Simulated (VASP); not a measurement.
# Re in VASP: further runs, part 3 of 3

VASP 6.6.1.

## (6) Single point, PBE

This run uses another cell than the first one, of 14.94 Å³/atom.

Contents of INCAR:

```
SYSTEM = Re
  PREC = Accurate
  ENCUT = 520
  EDIFF = 1E-6
  ISMEAR = -1
  SIGMA = 0.05
  LREAL = .FALSE.
  LASPH = .TRUE.
  NELM = 60
  ALGO = Normal
  ISIF = 2
  LWAVE = .FALSE.
  LCHARG = .FALSE.
  GGA = PE
  NBANDS = 22
```

Contents of KPOINTS:

```
Automatic mesh
0
G
  11 11 3
  0 0 0
```

Contents of POSCAR:

```
Re
1.0
    2.7737558955      0.0000000000      0.0000000000
   -1.3868779477      2.4021430694      0.0000000000
    0.0000000000      0.0000000000      8.9711293313
Re
4
Direct
    0.6666666667      0.3333333333      0.7500000000
    0.0000000000      0.0000000000      0.5000000000
    0.3333333333      0.6666666667      0.2500000000
    0.0000000000      0.0000000000      0.0000000000
```

Potentials or basis: VASP PAW PBE potentials, release 64 (Re).

The run is started by

```
> cat potpaw_PBE.64/Re/POTCAR > POTCAR
> mpirun -np 1 vasp_std > vasp.out
```

OUTCAR:

```text
SYSTEM = Re
   PREC = Accurate
   ENCUT = 520
   EDIFF = 1E-6
   ISMEAR = -1
   LREAL = .FALSE.
   LASPH = .TRUE.
   NELM = 60
   ISIF = 2
   GGA = PE

 ion  position               nearest neighbor table
   1  0.667  0.333  0.750-   2 2.76   4 2.76   2 2.76   4 2.76   2 2.76   4 2.76
   2  0.000  0.000  0.500-   1 2.76   3 2.76   3 2.76   1 2.76   1 2.76   3 2.76
   3  0.333  0.667  0.250-   2 2.76   4 2.76   2 2.76   4 2.76   2 2.76   4 2.76
   4  0.000  0.000  0.000-   1 2.76   3 2.76   3 2.76   1 2.76   1 2.76   3 2.76

  LATTYP: Found a hexagonal cell.
 ALAT       =     2.7737558955
 C/A-ratio  =     3.2342894145

  Lattice vectors:

 A1 = (   2.7737558955,   0.0000000000,   0.0000000000)
 A2 = (  -1.3868779477,   2.4021430694,   0.0000000000)
 A3 = (   0.0000000000,   0.0000000000,   8.9711293313)

Analysis of symmetry for initial positions (statically):
=====================================================================
 Subroutine PRICEL returns:
 Original cell was already a primitive cell.

 Routine SETGRP: Setting up the symmetry group for a
 hexagonal supercell.

 Subroutine GETGRP returns: Found 24 space group operations
 (whereof 12 operations were pure point group operations)
 out of a pool of 24 trial point group operations.

The static configuration has the point symmetry D_3d.
 The point group associated with its full space group is D_6h.

Analysis of symmetry for dynamics (positions and initial velocities):
=====================================================================
 Subroutine PRICEL returns:
 Original cell was already a primitive cell.

 Routine SETGRP: Setting up the symmetry group for a
 hexagonal supercell.

 Subroutine GETGRP returns: Found 24 space group operations
 (whereof 12 operations were pure point group operations)
 out of a pool of 24 trial point group operations.

The dynamic configuration has the point symmetry D_3d.
 The point group associated with its full space group is D_6h.

 Subroutine INISYM returns: Found 24 space group operations
 (whereof 12 operations are pure point group operations),
 and found     1 'primitive' translations

----------------------------------------------------------------------------------------

                                     Primitive cell

  volume of cell :      59.7743

  direct lattice vectors                    reciprocal lattice vectors
     2.773755895  0.000000000  0.000000000     0.360521992  0.208147469  0.000000000
    -1.386877948  2.402143069  0.000000000     0.000000000  0.416294938  0.000000000
     0.000000000  0.000000000  8.971129331     0.000000000  0.000000000  0.111468686

  length of vectors
     2.773755895  2.773755895  8.971129331     0.416294938  0.416294938  0.111468686

  position of ions in fractional coordinates (direct lattice)
     0.666666667  0.333333333  0.750000000
     0.000000000  0.000000000  0.500000000
     0.333333333  0.666666667  0.250000000
     0.000000000  0.000000000  0.000000000

  ion indices of the primitive-cell ions
   primitive index   ion index
                 1           1
                 2           2
                 3           3
                 4           4

----------------------------------------------------------------------------------------
[... 24 lines left out ...]

 Following reciprocal coordinates:
            Coordinates               Weight
  0.000000  0.000000  0.000000      1.000000
  0.090909  0.000000  0.000000      6.000000
  0.181818  0.000000  0.000000      6.000000
  0.272727  0.000000  0.000000      6.000000
  0.363636  0.000000  0.000000      6.000000
  0.454545 -0.000000  0.000000      6.000000
[... 16 lines left out ...]
  0.090909  0.090909  0.333333     12.000000
  0.181818  0.090909  0.333333     24.000000
 [... further k-points ...]
   k-points           NKPTS =     32   k-points in BZ     NKDIM =     32   number of bands    NBANDS=     22
   number of dos      NEDOS =    301   number of ions     NIONS =      4
   total plane-waves  NPLWV =  40320
   dimension x,y,z NGX =    24 NGY =   24 NGZ =   70
   dimension x,y,z NGXF=    48 NGYF=   48 NGZF=  140
   ions per type =               4
   NGX,Y,Z   is equivalent  to a cutoff of  14.38, 14.38, 12.97 a.u.
   NGXF,Y,Z  is equivalent  to a cutoff of  28.77, 28.77, 25.94 a.u.
 SYSTEM =  Re
   PREC   = accura    normal or accurate (medium, high low for compatibility)
   ISTART =      0    job   : 0-new  1-cont  2-samecut
   ICHARG =      2    charge: 1-file 2-atom 10-const
   ISPIN  =      1    spin polarized calculation?
   LNONCOLLINEAR =      F non collinear calculations
   LSORBIT =      F    spin-orbit coupling
   LASPH  =      T    aspherical Exc in radial PAW
   ENCUT  =  520.0 eV  38.22 Ry    6.18 a.u.   5.16  5.16 16.68*2*pi/ulx,y,z
   NELM   =     60;   NELMIN=  2; NELMDL= -5     # of ELM steps
   EDIFF  = 0.1E-05   stopping-criterion for ELM
   LREAL  =      F    real-space projection
   EDIFFG = 0.1E-04   stopping-criterion for IOM
   NSW    =      0    number of steps for IOM
   IBRION =     -1    ionic relax: 0-MD 1-quasi-New 2-CG
   NFREE  =      0    steps in history (QN), initial steepest desc. (CG)
   ISIF   =      2    stress and relaxation
   ISYM   =      2    0-nonsym 1-usesym 2-fastsym
   POTIM  = 0.5000    time-step for ionic-motion
   TEBEG  =    0.0;   TEEND  =   0.0 temperature during run
   PSTRESS=    0.0 pullay stress
   NELECT =      28.0000    total number of electrons
   NUPDOWN=      -1.0000    fix difference up-down
   EMIN   =  10.00;   EMAX   =-10.00  energy-range for DOS
   EFERMI =   0.00;   METHOD = LEGACY
   ISMEAR =    -1;   SIGMA  =   0.05  broadening in eV -4-tet -1-fermi 0-gaus
   EFERMI_NEDOS =   21; number of points for ismear=-14 and -15
   IALGO  =     38    algorithm
   IMIX   =      4    mixing-type and parameters
     AMIX     =   0.40;   BMIX     =  1.00
     AMIX_MAG =   1.60;   BMIX_MAG =  1.00
  volume/ion in A,a.u.               =      14.94       100.84
  Fermi-wavevector in a.u.,A,eV,Ry     =   1.271421  2.402638 21.993978  1.616512
  Thomas-Fermi vector in A             =   2.404355
   LORBIT       =      0    0 simple, 1 ext, 2 COOP (PROOUT), +10 PAW based schemes
   GGA     = PE    functional components
   LHFCALC =     F    Hartree Fock is set to
   AEXX    =    0.0000 exact exchange contribution
   IVDW    =     0    specifies the selected vdW correction
   LEPSILON=     F    determine dielectric tensor
   LRPA    =     F    only Hartree local field effects (RPA)
 non-spin polarized calculation
  energy-cutoff  :      520.00
  volume of cell :       59.77
 maximum number of plane-waves:      1629
 NGX is ok and might be reduce to    24
   NGX = 11   NGY = 11   NGZ = 33

 number of electron      27.9999999 magnetization

 Free energy of the ion-electron system (eV)
  ---------------------------------------------------
  ext. energy  EPLUGINS =         0.00000000
  ---------------------------------------------------
  free energy    TOTEN  =       -49.71152388 eV

  energy without entropy =      -49.68718822  energy(sigma->0) =      -49.69935605

 E-fermi :   7.7813     XC(G=0): -13.6446

 val. band max:        7.7749571390   @ k =   0.1818   0.0909   0.3333
 cond. band min:       7.7826155219   @ k =   0.3636   0.2727   0.3333
 fundamental gap:      0.0076583829
 Fermi energy:         7.7813303341

 k-point     1 :       0.0000    0.0000    0.0000
  band No.  band energies     occupation
      1      -2.0643      2.00000
      2       0.2174      2.00000
      3       0.2936      2.00000
      4       1.2010      2.00000
      5       5.2805      2.00000
      6       5.3720      2.00000
[... 589 lines left out ...]
     21      10.7449      0.00000
     22      11.4158      0.00000

 [... further k-points ...]

------------------------ aborting loop because EDIFF is reached ----------------------------------------

  FORCE on cell =-STRESS in cart. coord.  units (eV):
  Direction    XX          YY          ZZ          XY          YZ          ZX
  --------------------------------------------------------------------------------------
  -------------------------------------------------------------------------------------
  Total       -0.1758363     -0.1758363     -0.2007613     -0.0000000      0.0000000     -0.0000000
  in kB       -4.7130797     -4.7130797     -5.3811648     -0.0000000      0.0000000     -0.0000000
  external PRESSURE =      -4.9357747 kB  Pullay stress =       0.0000000 kB

 VOLUME and BASIS-vectors are now :
 -----------------------------------------------------------------------------
  energy-cutoff  :      520.00
  volume of cell :       59.77
      direct lattice vectors                 reciprocal lattice vectors
     2.773755895  0.000000000  0.000000000     0.360521992  0.208147469  0.000000000
    -1.386877948  2.402143069  0.000000000     0.000000000  0.416294938  0.000000000
     0.000000000  0.000000000  8.971129331     0.000000000  0.000000000  0.111468686

 POSITION                                       TOTAL-FORCE (eV/Angst)
 -----------------------------------------------------------------------------------
      1.38688      0.80071      6.72835         0.000000     -0.000000      0.000000
      0.00000      0.00000      4.48556         0.000000      0.000000      0.000000
     -0.00000      1.60143      2.24278        -0.000000      0.000000      0.000000
      0.00000      0.00000      0.00000         0.000000      0.000000      0.000000
 -----------------------------------------------------------------------------------
    total drift:                               -0.000000      0.000000      0.000000

  FREE ENERGIE OF THE ION-ELECTRON SYSTEM (eV)
  ---------------------------------------------------
  free  energy   TOTEN  =       -49.7115238804 eV

  energy  without entropy=      -49.6871882225  energy(sigma->0) =      -49.69935605
```

stdout:

```text
POSCAR found type information on POSCAR Re
 POSCAR found :  1 types and       4 ions
 scaLAPACK will be used
 LDA part: xc-table for (Slater+PW92), standard interpolation
 POSCAR, INCAR and KPOINTS ok, starting setup
 FFT: planning ... GRIDC
 FFT: planning ... GRID_SOFT
 FFT: planning ... GRID
 WAVECAR not read
 entering main loop
```

Wall time 64 s (1 thread of Intel Xeon Platinum 8259CL at 2.50GHz (Skylake/Cascade Lake), shared host); peak memory 0.2 GiB.

Results:

* Free energy: -49.7115 eV
* Pressure: -0.5 GPa
* Band gap on the k mesh: zero (bands 14 and 15 overlap by 2.37 eV)

Levels at points of the mesh, in eV from the Fermi level:
```
           k point  band 10  band 11  band 12  band 13  band 14  band 15  band 16  band 17  band 18  band 19
(0.00, 0.00, 0.00)    -1.85    -1.61    -1.19    -1.19    -1.09    -1.09     0.48     0.64     0.64     1.49
```

Caveat: spin-orbit coupling is left out, which moves the levels of the heavy elements.

## (7) Summary

```csv
task,level,potentials or basis,cell,k mesh,cutoff (eV),gap on the mesh (eV),pressure (GPa)
single point,LDA,"VASP PAW LDA potentials, release 64 (Re)","a = 2.766, b = 2.766, c = 8.939 Å, angles 90.0, 90.0, 120.0°, 4 atoms",11 × 11 × 3,520,none,-11.4
single point,r2SCAN,"VASP PAW PBE potentials, release 64 (Re)","a = 2.760, b = 2.760, c = 8.917 Å, angles 90.0, 90.0, 120.0°, 4 atoms",8 × 8 × 3,520,none,0.0
single point,PBE,"VASP PAW PBE potentials, release 64 (Re)","a = 2.739, b = 2.759, c = 8.939 Å, angles 90.0, 90.0, 119.8°, 4 atoms",8 × 8 × 3,520,none,7.2
relaxation of cell and atoms,r2SCAN,"VASP PAW PBE potentials, release 64 (Re)","relaxed from a = 2.766, b = 2.766, c = 8.939 Å, angles 90.0, 90.0, 120.0°, 4 atoms",8 × 8 × 3,600,none,0.0
single point,PBE,"VASP PAW PBE potentials, release 64 (Re)","a = 2.774, b = 2.774, c = 8.971 Å, angles 90.0, 90.0, 120.0°, 4 atoms",11 × 11 × 3,520,none,-0.5
```

Alike in all rows: no spin polarisation; smearing fermi-dirac 0.05 eV.

Caveats: spin-orbit coupling is left out, which moves the levels of the heavy elements; the PAW data sets were made with another functional, which shifts forces and pressure a little (at least some runs); the cell stands under tension (at least some runs); the cell stands under pressure (at least some runs).

Total energies depend on the potentials used, so only differences within one code and one set of settings carry meaning.
